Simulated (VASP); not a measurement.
# ScAl3N3 (Cm) in VASP: single point with PBE

Aim: the single point of ScAl3N3 with PBE.

Everything below comes from runs of VASP 6.6.1. Logs are shortened: lines on timing, memory, paths and dates and some standing lists are left out, and cuts for length are marked.

### 1 The cell of the first run

The structure is monoclinic, space group Cm (No. 8). Conventional cell: a = 6.338 Å, b = 6.561 Å, c = 5.414 Å, α = 90.00°, β = 125.65°, γ = 90.00°. Within 2.7 Å of Sc (site symmetry m) lie 3 N at 2.06 to 2.13 Å. Al (site symmetry m) has 3 N at 1.88 to 1.93 Å within 2.5 Å. Within 2.5 Å of Al (site symmetry 1) lie 3 N at 1.91 Å. Within 2.5 Å of N (site symmetry 1) lie 3 Al at 1.91 to 1.93 Å and 1 Sc at 2.13 Å. N (site symmetry m) has 3 Al at 1.88 to 1.91 Å and 1 Sc at 2.06 Å within 2.5 Å.

The cell was generated, and may not be a known phase.

### 2 Single point, PBE

Input file INCAR:

```
SYSTEM = ScAl3N3
ALGO     = Normal         ! electronic algorithm
EDIFF    = 1E-6           ! SCF threshold, eV
ENCUT    = 600            ! plane-wave cutoff, eV
GGA      = PE             ! functional
GGA_COMPAT= .False.      
ISIF     = 2              ! what is computed and relaxed
ISMEAR   = 0              ! smearing method
LASPH    = .True.         ! aspherical terms in the spheres
LCHARG   = .False.        ! write CHGCAR
LREAL    = .False.        ! projectors in reciprocal space
LWAVE    = .False.        ! write WAVECAR
NBANDS   = 26             ! bands
NELM     = 120            ! most SCF steps
PREC     = Accurate       ! precision mode
SIGMA    = 0.1            ! smearing width, eV
```

Input file KPOINTS:

```
k-points
0
Gamma
  4 4 4
  0 0 0
```

Input file POSCAR:

```
ScAl3N3
1.0
    3.1688544012     -3.2805026748      0.0000000000
    3.1688544012      3.2805026748      0.0000000000
   -3.1560250861      0.0000000000      4.3994521452
Sc Al N
1 3 3
Direct
    0.0358990340      0.0358990340      0.9694581658
    0.5177056713      0.5177056713      0.9556546297
    0.7744405039      0.2638210947      0.4504589621
    0.2638210947      0.7744405039      0.4504589621
    0.6242127363      0.1545402754      0.6921095523
    0.1545402754      0.6242127363      0.6921095523
    0.8831326644      0.8831326644      0.2176421057
```

Potentials or basis: VASP PAW PBE potentials, release 64 (Sc_sv, Al, N).

Run with:

```sh
cat potpaw_PBE.64/Sc_sv/POTCAR potpaw_PBE.64/Al/POTCAR potpaw_PBE.64/N/POTCAR > POTCAR
mpirun -np 1 vasp_std > vasp.out
```

OUTCAR:

```text
SYSTEM = ScAl3N3
   EDIFF = 1E-6
   ENCUT = 600
   GGA = PE
   ISIF = 2
   ISMEAR = 0
   LASPH = .True.
   LREAL = .False.
   NELM = 120
   PREC = Accurate

 ion  position               nearest neighbor table
   1  0.036  0.036  0.969-   7 2.06   6 2.13   5 2.13   2 3.10   3 3.11   4 3.11   4 3.11   3 3.11
                             3 3.18   4 3.18   2 3.24   4 3.27   3 3.27   2 3.28   2 3.28
   2  0.518  0.518  0.956-   7 1.88   6 1.93   5 1.93   1 3.10   4 3.15   3 3.15   4 3.16   3 3.16
                             4 3.16   3 3.16   3 3.21   4 3.21   1 3.24   1 3.28   1 3.28
   3  0.774  0.264  0.450-   7 1.91   6 1.91   5 1.91   1 3.11   1 3.11   2 3.15   2 3.16   2 3.16
                             4 3.17   4 3.17   1 3.18   4 3.21   2 3.21   1 3.27   4 3.35
   4  0.264  0.774  0.450-   7 1.91   5 1.91   6 1.91   1 3.11   1 3.11   2 3.15   2 3.16   2 3.16
                             3 3.17   3 3.17   1 3.18   3 3.21   2 3.21   1 3.27   3 3.35
   5  0.624  0.155  0.692-   4 1.91   3 1.91   2 1.93   1 2.13
   6  0.155  0.624  0.692-   3 1.91   4 1.91   2 1.93   1 2.13
   7  0.883  0.883  0.218-   2 1.88   3 1.91   4 1.91   1 2.06

  LATTYP: Found a base centered monoclinic cell.
 ALAT       =     6.3377088024
 B/A-ratio  =     1.0352330084
 C/A-ratio  =     0.8543142636
 COS(beta)  =    -0.5828952394

  Lattice vectors:

 A1 = (   3.1688544012,  -3.2805026748,   0.0000000000)
 A2 = (   3.1688544012,   3.2805026748,   0.0000000000)
 A3 = (  -3.1560250861,   0.0000000000,   4.3994521452)

Analysis of symmetry for initial positions (statically):
=====================================================================
 Subroutine PRICEL returns:
 Original cell was already a primitive cell.

 Routine SETGRP: Setting up the symmetry group for a
 base centered monoclinic supercell.

 Subroutine GETGRP returns: Found  2 space group operations
 (whereof  2 operations were pure point group operations)
 out of a pool of  4 trial point group operations.

The static configuration has the point symmetry C_1h.

Analysis of symmetry for dynamics (positions and initial velocities):
=====================================================================
 Subroutine PRICEL returns:
 Original cell was already a primitive cell.

 Routine SETGRP: Setting up the symmetry group for a
 base centered monoclinic supercell.

 Subroutine GETGRP returns: Found  2 space group operations
 (whereof  2 operations were pure point group operations)
 out of a pool of  4 trial point group operations.

The dynamic configuration has the point symmetry C_1h.

 Subroutine INISYM returns: Found  2 space group operations
 (whereof  2 operations are pure point group operations),
 and found     1 'primitive' translations

----------------------------------------------------------------------------------------

                                     Primitive cell

  volume of cell :      91.4684

  direct lattice vectors                    reciprocal lattice vectors
     3.168854401 -3.280502675  0.000000000     0.157785728 -0.152415666  0.113190393
     3.168854401  3.280502675  0.000000000     0.157785728  0.152415666  0.113190393
    -3.156025086  0.000000000  4.399452145     0.000000000  0.000000000  0.227301029

  length of vectors
     4.561067421  4.561067421  5.414395028     0.246858130  0.246858130  0.227301029

  position of ions in fractional coordinates (direct lattice)
     0.035899034  0.035899034  0.969458166
     0.517705671  0.517705671  0.955654630
     0.774440504  0.263821095  0.450458962
     0.263821095  0.774440504  0.450458962
     0.624212736  0.154540275  0.692109552
     0.154540275  0.624212736  0.692109552
     0.883132664  0.883132664  0.217642106

  ion indices of the primitive-cell ions
   primitive index   ion index
                 1           1
                 2           2
                 3           3
                 4           4
                 5           5
                 6           6
                 7           7

----------------------------------------------------------------------------------------

 KPOINTS: k-points

Automatic generation of k-mesh.
 Grid dimensions read from file:
 generate k-points for:    4    4    4

 Generating k-lattice:

  Cartesian coordinates                     Fractional coordinates (reciprocal lattice)
     0.039446432 -0.038103917  0.028297598     0.250000000  0.000000000 -0.000000000
     0.039446432  0.038103917  0.028297598     0.000000000  0.250000000 -0.000000000
     0.000000000  0.000000000  0.056825257     0.000000000  0.000000000  0.250000000

  Length of vectors
     0.061714533  0.061714533  0.056825257

  Shift w.r.t. Gamma in fractional coordinates (k-lattice)
     0.000000000  0.000000000  0.000000000

 Subroutine IBZKPT returns following result:
 ===========================================

 Found     24 irreducible k-points:

 Following reciprocal coordinates:
            Coordinates               Weight
  0.000000  0.000000  0.000000      1.000000
  0.250000  0.000000 -0.000000      4.000000
  0.500000  0.000000 -0.000000      2.000000
  0.250000  0.250000 -0.000000      2.000000
  0.500000  0.250000  0.000000      4.000000
 -0.250000  0.250000  0.000000      2.000000
[... 16 lines left out ...]
 -0.250000  0.250000  0.500000      2.000000
  0.500000  0.500000  0.500000      1.000000
   k-points           NKPTS =     24   k-points in BZ     NKDIM =     24   number of bands    NBANDS=     26
   number of dos      NEDOS =    301   number of ions     NIONS =      7
   total plane-waves  NPLWV =  62208
   dimension x,y,z NGX =    36 NGY =   36 NGZ =   48
   dimension x,y,z NGXF=    72 NGYF=   72 NGZF=   96
   ions per type =               1   3   3
   NGX,Y,Z   is equivalent  to a cutoff of  13.12, 13.12, 14.74 a.u.
   NGXF,Y,Z  is equivalent  to a cutoff of  26.24, 26.24, 29.48 a.u.
 SYSTEM =  ScAl3N3
   PREC   = accura    normal or accurate (medium, high low for compatibility)
   ISTART =      0    job   : 0-new  1-cont  2-samecut
   ICHARG =      2    charge: 1-file 2-atom 10-const
   ISPIN  =      1    spin polarized calculation?
   LNONCOLLINEAR =      F non collinear calculations
   LSORBIT =      F    spin-orbit coupling
   LASPH  =      T    aspherical Exc in radial PAW
   ENCUT  =  600.0 eV  44.10 Ry    6.64 a.u.   9.11  9.11 10.81*2*pi/ulx,y,z
   NELM   =    120;   NELMIN=  2; NELMDL= -5     # of ELM steps
   EDIFF  = 0.1E-05   stopping-criterion for ELM
   LREAL  =      F    real-space projection
   EDIFFG = 0.1E-04   stopping-criterion for IOM
   NSW    =      0    number of steps for IOM
   IBRION =     -1    ionic relax: 0-MD 1-quasi-New 2-CG
   NFREE  =      0    steps in history (QN), initial steepest desc. (CG)
   ISIF   =      2    stress and relaxation
   ISYM   =      2    0-nonsym 1-usesym 2-fastsym
   POTIM  = 0.5000    time-step for ionic-motion
   TEBEG  =    0.0;   TEEND  =   0.0 temperature during run
   PSTRESS=    0.0 pullay stress
   NELECT =      35.0000    total number of electrons
   NUPDOWN=      -1.0000    fix difference up-down
   EMIN   =  10.00;   EMAX   =-10.00  energy-range for DOS
   EFERMI =   0.00;   METHOD = LEGACY
   ISMEAR =     0;   SIGMA  =   0.10  broadening in eV -4-tet -1-fermi 0-gaus
   EFERMI_NEDOS =   21; number of points for ismear=-14 and -15
   IALGO  =     38    algorithm
   IMIX   =      4    mixing-type and parameters
     AMIX     =   0.40;   BMIX     =  1.00
     AMIX_MAG =   1.60;   BMIX_MAG =  1.00
  volume/ion in A,a.u.               =      13.07        88.18
  Fermi-wavevector in a.u.,A,eV,Ry     =   1.188522  2.245980 19.219367  1.412584
  Thomas-Fermi vector in A             =   2.324649
   LORBIT       =      0    0 simple, 1 ext, 2 COOP (PROOUT), +10 PAW based schemes
   GGA     = PE    functional components
   LHFCALC =     F    Hartree Fock is set to
   AEXX    =    0.0000 exact exchange contribution
   IVDW    =     0    specifies the selected vdW correction
   LEPSILON=     F    determine dielectric tensor
   LRPA    =     F    only Hartree local field effects (RPA)
 non-spin polarized calculation
 Gauss-broadening in eV      SIGMA  =   0.10
  energy-cutoff  :      600.00
  volume of cell :       91.47
 maximum number of plane-waves:      3078
   NGX = 19   NGY = 19   NGZ = 21

 number of electron      34.9999999 magnetization

 Free energy of the ion-electron system (eV)
  ---------------------------------------------------
  ext. energy  EPLUGINS =         0.00000000
  ---------------------------------------------------
  free energy    TOTEN  =       -49.07793122 eV

  energy without entropy =      -49.06615253  energy(sigma->0) =      -49.07204188

 E-fermi :   7.2202     XC(G=0): -10.4596

 val. band max:        7.1761451657   @ k =   0.5000   0.2500   0.2500
 cond. band min:       7.2379725630   @ k =   0.5000   0.0000   0.5000
 fundamental gap:      0.0618273972
 Fermi energy:         7.2201911261

 k-point     1 :       0.0000    0.0000    0.0000
  band No.  band energies     occupation
      1     -42.6980      2.00000
      2     -21.4989      2.00000
      3     -21.4024      2.00000
      4     -21.3582      2.00000
      5      -9.5429      2.00000
      6      -7.6756      2.00000
[... 18 lines left out ...]
     25      11.0844      0.00000
     26      12.6529      0.00000

 k-point     2 :       0.2500    0.0000   -0.0000
  band No.  band energies     occupation
      1     -42.6978      2.00000
      2     -21.4995      2.00000
      3     -21.4044      2.00000
      4     -21.3609      2.00000
      5      -9.2649      2.00000
      6      -7.9226      2.00000
[... 18 lines left out ...]
     25      11.2376      0.00000
[... 608 lines left out ...]
     25      11.3306      0.00000
     26      12.7592      0.00000

 k-point    24 :       0.5000    0.5000    0.5000
  band No.  band energies     occupation
      1     -42.6975      2.00000
      2     -21.5021      2.00000
      3     -21.4075      2.00000
      4     -21.3671      2.00000
      5      -8.4416      2.00000
      6      -8.2968      2.00000
[... 18 lines left out ...]
     25      11.7949      0.00000
     26      11.9107      0.00000

------------------------ aborting loop because EDIFF is reached ----------------------------------------

  FORCE on cell =-STRESS in cart. coord.  units (eV):
  Direction    XX          YY          ZZ          XY          YZ          ZX
  --------------------------------------------------------------------------------------
  -------------------------------------------------------------------------------------
  Total       -0.2037422      0.2443579     -0.1277953      0.0000000      0.0000000     -0.0130767
  in kB       -3.5687840      4.2802156     -2.2384855      0.0000000      0.0000000     -0.2290543
  external PRESSURE =      -0.5090180 kB  Pullay stress =       0.0000000 kB

 VOLUME and BASIS-vectors are now :
 -----------------------------------------------------------------------------
  energy-cutoff  :      600.00
  volume of cell :       91.47
      direct lattice vectors                 reciprocal lattice vectors
     3.168854401 -3.280502675  0.000000000     0.157785728 -0.152415666  0.113190393
     3.168854401  3.280502675  0.000000000     0.157785728  0.152415666  0.113190393
    -3.156025086  0.000000000  4.399452145     0.000000000  0.000000000  0.227301029

 POSITION                                       TOTAL-FORCE (eV/Angst)
 -----------------------------------------------------------------------------------
     -2.83212      0.00000      4.26508         0.067981      0.000000      0.073870
      0.26500      0.00000      4.20436        -0.033380      0.000000      0.018922
      1.86844     -1.67509      1.98177         0.004243      0.002411     -0.045241
      1.86844      1.67509      1.98177         0.004243     -0.002411     -0.045241
      0.28344     -1.54076      3.04490         0.002746      0.053902     -0.023185
      0.28344      1.54076      3.04490         0.002746     -0.053902     -0.023185
      4.91015      0.00000      0.95751        -0.048579      0.000000      0.044061
 -----------------------------------------------------------------------------------
    total drift:                               -0.000369     -0.000000     -0.000250

  FREE ENERGIE OF THE ION-ELECTRON SYSTEM (eV)
  ---------------------------------------------------
  free  energy   TOTEN  =       -49.0779312224 eV

  energy  without entropy=      -49.0661525312  energy(sigma->0) =      -49.07204188
```

It took 2.3 min on 1 thread of Intel Xeon 8259CL, shared host; peak memory 0.27 GiB.

Results:

```yaml
Free_energy: -49.0779 eV
Pressure: -0.1 GPa
Largest_force: 0.100 eV/Å
Band_gap_on_the_k_mesh: zero (an odd number of electrons rules out a gap without spin polarisation)
```

Forces in eV/Å, atoms in the order of the input:
```
Sc   0.068  0.000  0.074
Al  -0.033  0.000  0.019
Al   0.004  0.002 -0.045
Al   0.004 -0.002 -0.045
N    0.003  0.054 -0.023
N    0.003 -0.054 -0.023
N   -0.049  0.000  0.044
```

Levels at points of the mesh, in eV from the Fermi level:
```
           k point  band 14  band 15  band 16  band 17  band 18  band 19  band 20  band 21
(0.00, 0.00, 0.00)    -4.25    -3.87    -3.58    -3.32    -0.36     0.24     0.77     1.60
(0.50, 0.00, 0.00)    -4.22    -3.76    -3.59    -2.04    -0.59     0.78     1.55     1.87
(0.50, 0.50, 0.00)    -3.74    -3.56    -3.38    -2.62     0.34     1.16     2.08     2.28
(0.00, 0.00, 0.50)    -4.20    -3.82    -3.81    -1.97     0.14     0.30     0.77     1.49
(0.50, 0.00, 0.50)    -4.25    -3.66    -3.29    -1.93     0.02     0.62     1.49     2.02
(0.50, 0.50, 0.50)    -3.68    -3.60    -3.24    -2.22     0.26     0.81     1.59     2.02
```

Caveat: the k points lie up to 0.39 Å⁻¹ apart, too coarse for converged energies and pressures of a metal.

The gap in the log of VASP goes by the Fermi energy; the results here count the filled bands.